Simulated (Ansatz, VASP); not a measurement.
# SiPdRu5 in VASP and in Ansatz

INCAR

```
PREC = Accurate
ENCUT = 600
EDIFF = 1E-6
ISMEAR = 0
SIGMA = 0.2
LREAL = False
LASPH = True
NELM = 60
ALGO = Normal
ISIF = 3
LWAVE = False
LCHARG = False
GGA = PE
IBRION = 2
NSW = 36
EDIFFG = -0.08
```

The input KPOINTS:

```
Automatic mesh
0
Gamma
  4 4 4
```

POSCAR

```
SiPdRu5
1.0
    0.0000000000      3.6758268900      3.6758268900
    3.6758268900      0.0000000000      3.6758268900
    3.6758268900      3.6758268900      0.0000000000
Si Ru Pd
1 5 1
Direct
    0.7500000000      0.7500000000      0.7500000000
    0.1007794300      0.1007794300      0.1007794300
    0.1007794300      0.1007794300      0.6976617200
    0.1007794300      0.6976617200      0.1007794300
    0.6976617200      0.1007794300      0.1007794300
    0.5000000000      0.5000000000      0.5000000000
    0.2500000000      0.2500000000      0.2500000000
```

Input for Ansatz:

```yaml
crystal:
  lattice:
    - [0.0, 3.67582689, 3.67582689]
    - [3.67582689, 0.0, 3.67582689]
    - [3.67582689, 3.67582689, 0.0]
  atoms:
    - { symbol: Si, position: [0.75, 0.75, 0.75] }
    - { symbol: Ru, position: [0.10077943, 0.10077943, 0.10077943] }
    - { symbol: Ru, position: [0.10077943, 0.10077943, 0.69766172] }
    - { symbol: Ru, position: [0.10077943, 0.69766172, 0.10077943] }
    - { symbol: Ru, position: [0.69766172, 0.10077943, 0.10077943] }
    - { symbol: Ru, position: [0.5, 0.5, 0.5] }
    - { symbol: Pd, position: [0.25, 0.25, 0.25] }
basis:
  ecutwfc: 420
kpoints:
  mp_grid: { grid: [4, 4, 4] }
hamiltonian:
  xc: pbe
scf:
  occupations: { method: gaussian, width: 0.2 }
  lower_state_search: "off"
output:
  forces: true
  stress: true
  eigenvalues: true
relax:
  adjacent_minimum: "off"
  f_tol: 0.08
  max_steps: 16
  cell: { stress_tol: 0.8 }
```

Alike in both runs: task relaxation of cell and atoms; functional PBE; k mesh 4 × 4 × 4; occupations gaussian, width 0.2 eV; no spin polarisation.

```csv
,VASP,Ansatz
version,VASP 6.6.1,Ansatz 0.2.0
potentials or method,"VASP PAW PBE potentials, release 64 (Si, Ru_pv, Pd), cutoff 600 eV","scalar-relativistic, plane waves, PAW"
valence electrons in the cell,84,102
```

|  | VASP | Ansatz | Ansatz less VASP |
| --- | --- | --- | --- |
| gap on the k mesh at the Fermi level, each at its own relaxed structure (eV) | none | none | - |
| relaxed volume (Å³/atom) | 22.76 | 22.89 | +0.123 |
| relaxed cell length with the largest relative difference (Å) | 6.085 | 6.096 | +0.0109 |

A gap of «none» marks a metal or a gap that the smearing closes. VASP's potentials hold 84 valence electrons a cell and Ansatz's 102, so a difference there can come from the potentials and not from the codes.

The k mesh is coarse, so the values compare programs but aren't converged. Noted on VASP's run: the volume moved by over 15 % at a fixed basis, so the end points are rough.
